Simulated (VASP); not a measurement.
# NaH: single point with PBE

Crystal: NaH.

```
Na H
1.0
     0.00000    2.39751    2.39751
     2.39751    0.00000    2.39751
     2.39751    2.39751    0.00000
Na H
1 1
Direct
  0.00000 0.00000 0.00000
  0.50000 0.50000 0.50000
```

```
Program                : VASP 6.6.1
Task                   : single point
Functional             : PBE
Potentials or basis    : VASP PAW PBE potentials, release 64 (Na_pv, H)
Cutoff                 : 520 eV
k mesh                 : 6 × 6 × 6
Occupations            : gaussian, width 0.01 eV
Spin                   : no spin polarisation
Dipole correction      : no
Further INCAR settings : ALGO = Normal; EDIFF = 1e-06; NBANDS = 11
```

```
Pressure               : 0.5 GPa
Band gap on the k mesh : 3.85 eV (least direct gap 4.67 eV)
```

Levels at points of the mesh, in eV from the valence-band top:
```tsv
k point	band 1	band 2	band 3	band 4	band 5	band 6	band 7	band 8	band 9
(0.00, 0.00, 0.00)	-22.01	-22.01	-22.01	-3.64	10.67	15.82	15.82	15.82	16.74
(0.50, 0.00, 0.00)	-22.12	-22.03	-22.03	-0.82	3.85	10.99	13.58	13.58	16.67
(0.50, 0.50, 0.00)	-22.10	-22.05	-22.05	-0.13	4.73	10.17	10.87	10.87	12.06
```

Wall time 5 s on 1 thread of Intel(R) Xeon(R) Platinum 8259CL CPU @ 2.50GHz (Skylake/Cascade Lake), with other jobs on the host, peak memory 0.14 GiB.

A k mesh can miss the band edges.
